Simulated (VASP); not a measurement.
# Re (Pm-3m) in VASP: a series of runs

Runs on Re. Level: PBEsol. Tasks: single point.

Program: VASP 6.6.1. These are calculated values, not measurements. Logs are shortened: lines on timing, memory, paths and dates and some standing lists are left out, and cuts for length are marked.

## 1. The cell of the first run

It takes space group Pm-3m (No. 221, cubic). Conventional cell: a = 2.448 Å, b = 2.448 Å, c = 2.448 Å, α = 90.00°, β = 90.00°, γ = 90.00°. Within 3.2 Å of Re (site symmetry m-3m) lie 6 Re at 2.45 Å.

## 2. Single point, PBEsol (volume scaled by 0.88)

Contents of INCAR:

```
ALGO = Normal ; EDIFF = 1E-6
ENCUT = 520 ; GGA = PS
ISIF = 2 ; ISMEAR = -1
LASPH = T ; LCHARG = T
LELF = T ; LREAL = F
LVHAR = T ; LWAVE = F
NBANDS = 10 ; NELM = 60
PREC = Accurate ; SIGMA = 0.1
```

Contents of KPOINTS:

```
k-points
0
Gamma
  14 14 14
```

Contents of POSCAR:

```
Re
1.0
    2.4475636886      0.0000000000      0.0000000000
    0.0000000000      2.4475636886      0.0000000000
    0.0000000000      0.0000000000      2.4475636886
Re
1
Direct
    0.0000000000      0.0000000000      0.0000000000
```

Potentials or basis: VASP PAW PBE potentials, release 64 (Re).

On the command line:

```bash
$ cat potpaw_PBE.64/Re/POTCAR > POTCAR
$ mpirun -np 1 vasp_std > vasp.out
```

OUTCAR:

```text
EDIFF = 1E-6
   ENCUT = 520
   GGA = PS
   ISIF = 2
   ISMEAR = -1
   LASPH = T
   LREAL = F
   NELM = 60
   PREC = Accurate

 ion  position               nearest neighbor table
   1  0.000  0.000  0.000-

  LATTYP: Found a simple cubic cell.
 ALAT       =     2.4475636886

  Lattice vectors:

 A1 = (   2.4475636886,   0.0000000000,   0.0000000000)
 A2 = (   0.0000000000,   2.4475636886,   0.0000000000)
 A3 = (   0.0000000000,   0.0000000000,   2.4475636886)

Analysis of symmetry for initial positions (statically):
=====================================================================
 Subroutine PRICEL returns:
 Original cell was already a primitive cell.

 Routine SETGRP: Setting up the symmetry group for a
 simple cubic supercell.

 Subroutine GETGRP returns: Found 48 space group operations
 (whereof 48 operations were pure point group operations)
 out of a pool of 48 trial point group operations.

The static configuration has the point symmetry O_h .

Analysis of symmetry for dynamics (positions and initial velocities):
=====================================================================
 Subroutine PRICEL returns:
 Original cell was already a primitive cell.

 Routine SETGRP: Setting up the symmetry group for a
 simple cubic supercell.

 Subroutine GETGRP returns: Found 48 space group operations
 (whereof 48 operations were pure point group operations)
 out of a pool of 48 trial point group operations.

The dynamic configuration has the point symmetry O_h .

 Subroutine INISYM returns: Found 48 space group operations
 (whereof 48 operations are pure point group operations),
 and found     1 'primitive' translations

----------------------------------------------------------------------------------------

                                     Primitive cell

  volume of cell :      14.6623

  direct lattice vectors                    reciprocal lattice vectors
     2.447563689  0.000000000  0.000000000     0.408569552  0.000000000  0.000000000
     0.000000000  2.447563689  0.000000000     0.000000000  0.408569552  0.000000000
     0.000000000  0.000000000  2.447563689     0.000000000  0.000000000  0.408569552

  length of vectors
     2.447563689  2.447563689  2.447563689     0.408569552  0.408569552  0.408569552

  position of ions in fractional coordinates (direct lattice)
     0.000000000  0.000000000  0.000000000

  ion indices of the primitive-cell ions
[... 71 lines left out ...]
   LASPH  =      T    aspherical Exc in radial PAW
   ENCUT  =  520.0 eV  38.22 Ry    6.18 a.u.   4.55  4.55  4.55*2*pi/ulx,y,z
   NELM   =     60;   NELMIN=  2; NELMDL= -5     # of ELM steps
   EDIFF  = 0.1E-05   stopping-criterion for ELM
   LREAL  =      F    real-space projection
   EDIFFG = 0.1E-04   stopping-criterion for IOM
   NSW    =      0    number of steps for IOM
   IBRION =     -1    ionic relax: 0-MD 1-quasi-New 2-CG
   NFREE  =      0    steps in history (QN), initial steepest desc. (CG)
   ISIF   =      2    stress and relaxation
   ISYM   =      2    0-nonsym 1-usesym 2-fastsym
   POTIM  = 0.5000    time-step for ionic-motion
   TEBEG  =    0.0;   TEEND  =   0.0 temperature during run
   PSTRESS=    0.0 pullay stress
   NELECT =       7.0000    total number of electrons
   NUPDOWN=      -1.0000    fix difference up-down
   EMIN   =  10.00;   EMAX   =-10.00  energy-range for DOS
   EFERMI =   0.00;   METHOD = LEGACY
   ISMEAR =    -1;   SIGMA  =   0.10  broadening in eV -4-tet -1-fermi 0-gaus
   EFERMI_NEDOS =   21; number of points for ismear=-14 and -15
   IALGO  =     38    algorithm
   IMIX   =      4    mixing-type and parameters
     AMIX     =   0.40;   BMIX     =  1.00
     AMIX_MAG =   1.60;   BMIX_MAG =  1.00
  volume/ion in A,a.u.               =      14.66        98.95
  Fermi-wavevector in a.u.,A,eV,Ry     =   1.279500  2.417904 22.274362  1.637119
  Thomas-Fermi vector in A             =   2.411982
   LORBIT       =      0    0 simple, 1 ext, 2 COOP (PROOUT), +10 PAW based schemes
   GGA     = PS    functional components
   LHFCALC =     F    Hartree Fock is set to
   AEXX    =    0.0000 exact exchange contribution
   IVDW    =     0    specifies the selected vdW correction
   LEPSILON=     F    determine dielectric tensor
   LRPA    =     F    only Hartree local field effects (RPA)
 non-spin polarized calculation
  energy-cutoff  :      520.00
  volume of cell :       14.66
 maximum number of plane-waves:       407
   NGX =  9   NGY =  9   NGZ =  9

 number of electron       7.0000000 magnetization

 Free energy of the ion-electron system (eV)
  ---------------------------------------------------
  ext. energy  EPLUGINS =         0.00000000
  ---------------------------------------------------
  free energy    TOTEN  =       -11.71139173 eV

  energy without entropy =      -11.68011353  energy(sigma->0) =      -11.69575263

 E-fermi :   8.3944     XC(G=0): -13.6855

 val. band max:        8.3747384876   @ k =   0.4286   0.4286   0.0714
 cond. band min:       8.4094814285   @ k =   0.3571   0.0714   0.0714
 fundamental gap:      0.0347429409
 Fermi energy:         8.3943724281

 k-point     1 :       0.0000    0.0000    0.0000
  band No.  band energies     occupation
      1      -1.9364      2.00000
      2       1.8695      2.00000
      3       1.8695      2.00000
      4      12.7843      0.00000
      5      12.7843      0.00000
      6      12.7843      0.00000
      7      25.0532      0.00000
      8      25.0532      0.00000
      9      25.0532      0.00000
     10      31.8028      0.00000
[... 287 lines left out ...]
 k-point    24 :       0.3571    0.2143    0.0000
  band No.  band energies     occupation
      1       2.1003      2.00000
      2       3.6976      2.00000
      3       5.8800      2.00000
      4       9.1330      0.00124
      5       9.5159      0.00003
      6      11.2203      0.00000
      7      19.2646      0.00000
      8      24.8523      0.00000
      9      27.5365      0.00000
     10      33.8483      0.00000

 [... further k-points ...]
[... 5 lines left out ...]
  --------------------------------------------------------------------------------------
  -------------------------------------------------------------------------------------
  Total        4.2069078      4.2069078      4.2069078     -0.0000000      0.0000000      0.0000000
  in kB      459.6968961    459.6968961    459.6968961     -0.0000000      0.0000000      0.0000000
  external PRESSURE =     459.6968961 kB  Pullay stress =       0.0000000 kB

 VOLUME and BASIS-vectors are now :
 -----------------------------------------------------------------------------
  energy-cutoff  :      520.00
  volume of cell :       14.66
      direct lattice vectors                 reciprocal lattice vectors
     2.447563689  0.000000000  0.000000000     0.408569552  0.000000000  0.000000000
     0.000000000  2.447563689  0.000000000     0.000000000  0.408569552  0.000000000
     0.000000000  0.000000000  2.447563689     0.000000000  0.000000000  0.408569552

 POSITION                                       TOTAL-FORCE (eV/Angst)
 -----------------------------------------------------------------------------------
      0.00000      0.00000      0.00000         0.000000      0.000000      0.000000
 -----------------------------------------------------------------------------------
    total drift:                                0.000000      0.000000      0.000000

  FREE ENERGIE OF THE ION-ELECTRON SYSTEM (eV)
  ---------------------------------------------------
  free  energy   TOTEN  =       -11.7113917291 eV

  energy  without entropy=      -11.6801135271  energy(sigma->0) =      -11.69575263
```

OSZICAR:

```text
N       E                     dE             d eps       ncg     rms          rms(c)
DAV:   1     0.680540342189E+01    0.68054E+01   -0.35341E+03  3766   0.795E+02
DAV:   2    -0.117710811875E+02   -0.18576E+02   -0.17263E+02  3738   0.166E+02
DAV:   3    -0.121541836374E+02   -0.38310E+00   -0.37264E+00  3950   0.402E+01
DAV:   4    -0.121559262660E+02   -0.17426E-02   -0.17409E-02  3950   0.127E+00
DAV:   5    -0.121559300438E+02   -0.37778E-05   -0.37782E-05  3468   0.338E-02    0.337E+01
DAV:   6    -0.118397970445E+02    0.31613E+00   -0.24252E-01  3836   0.999E+00    0.171E+01
DAV:   7    -0.117147114645E+02    0.12509E+00   -0.22849E-01  3842   0.924E+00    0.570E-01
DAV:   8    -0.117113732376E+02    0.33382E-02   -0.37238E-03  3110   0.131E+00    0.252E-01
DAV:   9    -0.117114082422E+02   -0.35005E-04   -0.12359E-04  3344   0.104E-01    0.319E-02
DAV:  10    -0.117113917870E+02    0.16455E-04   -0.12777E-05  3686   0.456E-02    0.500E-03
DAV:  11    -0.117113917291E+02    0.57873E-07   -0.41609E-08  1802   0.616E-03
   1 F= -.11711392E+02 E0= -.11695753E+02  d E =-.312782E-01
```

stdout:

```text
POSCAR found type information on POSCAR Re
 POSCAR found :  1 types and       1 ions
 scaLAPACK will be used
 -----------------------------------------------------------------------------
|                                                                             |
|                                                                             |
|     You enforced a specific xc type in the INCAR file but a different       |
|     I HOPE YOU KNOW WHAT YOU ARE DOING!                                     |
|                                                                             |
 -----------------------------------------------------------------------------

 LDA part: xc-table for (Slater+PW92), standard interpolation
 POSCAR, INCAR and KPOINTS ok, starting setup
 FFT: planning ... GRIDC
 FFT: planning ... GRID_SOFT
 FFT: planning ... GRID
 WAVECAR not read
 entering main loop
```

Run time: 5.5 s. Hardware: 1 thread of Intel Xeon 6975P-C (Granite Rapids), shared host; peak memory 0.13 GiB.

Results:

* Free energy: -11.7114 eV
* Pressure: 46.0 GPa

Levels at points of the mesh, in eV from the Fermi level:
| k point | band 1 | band 2 | band 3 | band 4 | band 5 | band 6 |
| --- | --- | --- | --- | --- | --- | --- |
| (0.00, 0.00, 0.00) | -10.33 | -6.52 | -6.52 | 4.39 | 4.39 | 4.39 |
| (0.50, 0.00, 0.00) | -6.57 | -5.38 | -1.21 | -0.25 | -0.25 | 4.89 |
| (0.50, 0.50, 0.00) | -7.92 | -4.47 | 0.69 | 0.69 | 5.36 | 5.36 |
| (0.50, 0.50, 0.50) | -5.99 | -5.99 | -5.99 | 7.38 | 8.06 | 8.06 |

Caveat: the PAW data sets were made with another functional, which shifts forces and pressure a little; spin-orbit coupling is left out, which moves the levels of the heavy elements.

## 3. Single point, PBEsol (volume scaled by 0.92)

Contents of INCAR:

```
PREC = Accurate
ENCUT = 520
EDIFF = 1E-6
ISMEAR = -1
SIGMA = 0.1
LREAL = False
LASPH = True
NELM = 100
ALGO = Normal
ISIF = 2
LWAVE = False
LCHARG = True
GGA = PS
LELF = True
LVHAR = True
NBANDS = 10
```

Contents of KPOINTS:

```
regular mesh
0
Gamma
  14 14 14
```

Contents of POSCAR:

```
Re
1.0
    2.4840998765      0.0000000000      0.0000000000
    0.0000000000      2.4840998765      0.0000000000
    0.0000000000      0.0000000000      2.4840998765
Re
1
Direct
    0.0000000000      0.0000000000      0.0000000000
```

Potentials or basis: VASP PAW PBE potentials, release 64 (Re).

On the command line:

```bash
$ cat potpaw_PBE.64/Re/POTCAR > POTCAR
$ mpirun -np 1 vasp_std > vasp.out
```

Wall time 5.6 s (1 thread of Intel Xeon 6975P-C (Granite Rapids), shared host); peak memory 0.13 GiB.

It converged, with:

```yaml
Free_energy: -11.8612 eV
Pressure: 26.7 GPa
```

Levels at points of the mesh, in eV from the Fermi level:
| k point | band 1 | band 2 | band 3 | band 4 | band 5 | band 6 | band 7 |
| --- | --- | --- | --- | --- | --- | --- | --- |
| (0.00, 0.00, 0.00) | -10.03 | -6.18 | -6.18 | 4.09 | 4.09 | 4.09 | 16.24 |
| (0.50, 0.00, 0.00) | -6.37 | -5.10 | -1.19 | -0.22 | -0.22 | 4.56 | 9.64 |
| (0.50, 0.50, 0.00) | -7.45 | -4.31 | 0.65 | 0.65 | 5.12 | 5.12 | 7.19 |
| (0.50, 0.50, 0.50) | -5.62 | -5.62 | -5.62 | 7.52 | 7.52 | 7.55 | 13.00 |

Caveat: the PAW data sets were made with another functional, which shifts forces and pressure a little; spin-orbit coupling is left out, which moves the levels of the heavy elements.
